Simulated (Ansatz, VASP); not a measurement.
# NaCa2H2 in VASP and in Ansatz

File INCAR:

```
PREC = Accurate ; ENCUT = 970
EDIFF = 1E-7 ; ISMEAR = 0
SIGMA = 0.1 ; LREAL = F
LASPH = T ; NELM = 120
ALGO = Normal ; ISIF = 3
LWAVE = F ; LCHARG = F
GGA = PE ; IBRION = 2
NSW = 90 ; EDIFFG = -0.04
GGA_COMPAT = F ; NELMIN = 4
```

File KPOINTS:

```
regular mesh
0
Gamma
  6 6 6
```

Contents of POSCAR:

```
NaCa2H2
1.0
    4.6312130500      0.0000000000      0.0000000000
   -2.3156065300      4.0107481500      0.0000000000
    0.0000000000      0.0000000000      3.7054970600
Na Ca H
1 2 2
Direct
    0.0000000000      0.0000000000      0.6483049900
    0.3333333300      0.6666666700      0.0467269100
    0.6666666700      0.3333333300      0.0467269100
    0.3333333300      0.6666666700      0.6211387100
    0.6666666700      0.3333333300      0.6211387100
```

Input for Ansatz:

```yaml
crystal:
  lattice:
    - [4.63121305, 0.0, 0.0]
    - [-2.31560653, 4.01074815, 0.0]
    - [0.0, 0.0, 3.70549706]
  atoms:
    - { symbol: Na, position: [0.0, 0.0, 0.64830499] }
    - { symbol: Ca, position: [0.33333333, 0.66666667, 0.04672691] }
    - { symbol: Ca, position: [0.66666667, 0.33333333, 0.04672691] }
    - { symbol: H, position: [0.33333333, 0.66666667, 0.62113871] }
    - { symbol: H, position: [0.66666667, 0.33333333, 0.62113871] }
basis:
  ecutwfc: 420
kpoints:
  mp_grid: { grid: [6, 6, 6] }
hamiltonian:
  xc: pbe
scf:
  occupations: { method: gaussian, width: 0.1 }
  lower_state_search: "off"
output:
  forces: true
  stress: true
  eigenvalues: true
relax:
  adjacent_minimum: "off"
  f_tol: 0.04
  max_steps: 70
  cell: { stress_tol: 0.4 }
```

Alike in both runs: task relaxation of cell and atoms; functional PBE; k mesh 6 × 6 × 6; occupations gaussian, width 0.1 eV; no spin polarisation.

|  | VASP | Ansatz |
| --- | --- | --- |
| version | VASP 6.6.1 | Ansatz 0.2.0 |
| potentials or method | VASP PAW PBE potentials, release 64 (Na_sv, Ca_sv, H), cutoff 970 eV | scalar-relativistic, plane waves, PAW |
| valence electrons in the cell | 31 | 31 |

```tsv
	VASP	Ansatz	Ansatz less VASP
gap on the k mesh at the Fermi level, each at its own relaxed structure (eV)	none	none	-
relaxed volume (Å³/atom)	25.92	30.20	+4.282
relaxed length of the cell vector where the two differ most in proportion (Å)	5.954	6.444	+0.4899
```

A gap of «none» marks a metal or a gap that the smearing closes. One of these differences is far larger than is usual between the two programs; its cause wasn't traced.

Noted on VASP's run: the volume moved by over 15 % at a fixed basis, so the end points are rough.
